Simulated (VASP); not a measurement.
Write the native input for VASP 6.6.1 that does the following.

```
Task                   : relaxation of cell and atoms
Functional             : LDA
Potentials or basis    : VASP PAW LDA potentials, release 64 (In_d, Rh_pv)
Cutoff                 : 600 eV
k mesh                 : 14 × 14 × 14
Occupations            : gaussian, width 0.1 eV
Spin                   : no spin polarisation
Dipole correction      : no
Further INCAR settings : ALGO = Normal; EDIFF = 1e-06; IBRION = 2; EDIFFG = -0.005; NSW = 70; ISIF = 3
```

The structure of InRh lies in POSCAR:

```
InRh
1.0
    3.2370333809      0.0000000000      0.0000000000
    0.0000000000      3.2370333809      0.0000000000
    0.0000000000      0.0000000000      3.2370333809
In Rh
1 1
Direct
    0.5000000000      0.5000000000      0.5000000000
    0.0000000000      0.0000000000      0.0000000000
```

One way to write it, as run:

INCAR

```
PREC = Accurate
ENCUT = 600
EDIFF = 1E-6
ISMEAR = 0
SIGMA = 0.1
LREAL = F
LASPH = T
NELM = 100
ALGO = Normal
ISIF = 3
LWAVE = F
LCHARG = F
GGA = CA
IBRION = 2
NSW = 70
EDIFFG = -0.005
```

KPOINTS

```
regular mesh
0
Gamma
  14 14 14
```

Potentials or basis: VASP PAW LDA potentials, release 64 (In_d, Rh_pv).

Command:

```console
$ cat potpaw_LDA.64/In_d/POTCAR potpaw_LDA.64/Rh_pv/POTCAR > POTCAR
$ mpirun -np 1 vasp_std > vasp.out
```

Results of the run:

```
Relaxed volume                         : 15.85 Å³/atom
Relaxed cell                           : a = 3.165 Å, b = 3.165 Å, c = 3.165 Å, α = 90.00°, β = 90.00°, γ = 90.00°
Space group after relaxing (to 0.05 Å) : Pm-3m (No. 221)
Energy gained by relaxing              : 40.5 meV/atom
Ionic steps                            : 7
Pressure after relaxing                : 0.0 GPa
Band gap on the k mesh                 : zero (band 14 reaches 13.40 eV, above the bottom of band 15 at 11.30 eV)
```

Caveat: spin-orbit coupling is left out, which moves the levels of the heavy elements.

It took 5.7 min on 1 thread of Intel(R) Xeon(R) Platinum 8259CL CPU @ 2.50GHz (Skylake/Cascade Lake) (shared host), peak memory 0.23 GiB.
